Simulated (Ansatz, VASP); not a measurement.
## AgCl: VASP beside Ansatz

The input INCAR:

```
ALGO = Normal ; EDIFF = 1E-6
ENCUT = 520 ; GGA = CA
ISIF = 2 ; ISMEAR = -1
LASPH = True ; LCHARG = False
LREAL = False ; LWAVE = False
NBANDS = 16 ; NELM = 100
PREC = Accurate ; SIGMA = 0.01
```

Contents of KPOINTS:

```
k-points
0
Gamma
  9 9 9
```

Contents of POSCAR:

```
AgCl
1.0
    0.0000000000      2.7351899843      2.7351899843
    2.7351899843      0.0000000000      2.7351899843
    2.7351899843      2.7351899843      0.0000000000
Ag Cl
1 1
Direct
    0.0000000000      0.0000000000      0.0000000000
    0.5000000000      0.5000000000      0.5000000000
```

Input for Ansatz:

```yaml
crystal:
  lattice:
    - [0.0, 2.7351899843, 2.7351899843]
    - [2.7351899843, 0.0, 2.7351899843]
    - [2.7351899843, 2.7351899843, 0.0]
  atoms:
    - { symbol: Ag, position: [0.0, 0.0, 0.0] }
    - { symbol: Cl, position: [0.5, 0.5, 0.5] }
kpoints:
  mp_grid: { grid: [9, 9, 9] }
scf:
  occupations: { method: fermi_dirac, width: 0.01 }
hamiltonian:
  xc: lda
  pseudopotentials: { kind: all_electron, lapw: { basis_error: 0.0005 } }
output:
  forces: true
  stress: true
  eigenvalues: true
```

Change from the starting cell: functional lda, volume scaled by 0.96.

Alike in both runs: task single point; functional LDA; k mesh 9 × 9 × 9; occupations fermi-dirac, width 0.01 eV; no spin polarisation.

|  | VASP | Ansatz |
| --- | --- | --- |
| version | VASP 6.6.1 | Ansatz 0.2.0 |
| potentials or method | VASP PAW LDA potentials, release 64 (Ag, Cl), cutoff 520 eV | all-electron LAPW, scalar-relativistic |

```csv
,VASP,Ansatz,Ansatz less VASP
gap on the k mesh at the Fermi level (eV),0.69,0.66,-0.027
pressure (GPa),-3.8,-3.8,0.00
```

LDA's correlation is that of Perdew and Zunger in VASP and of Perdew and Wang (1992) in Ansatz. Ansatz ran all-electron here, and VASP with PAW potentials.
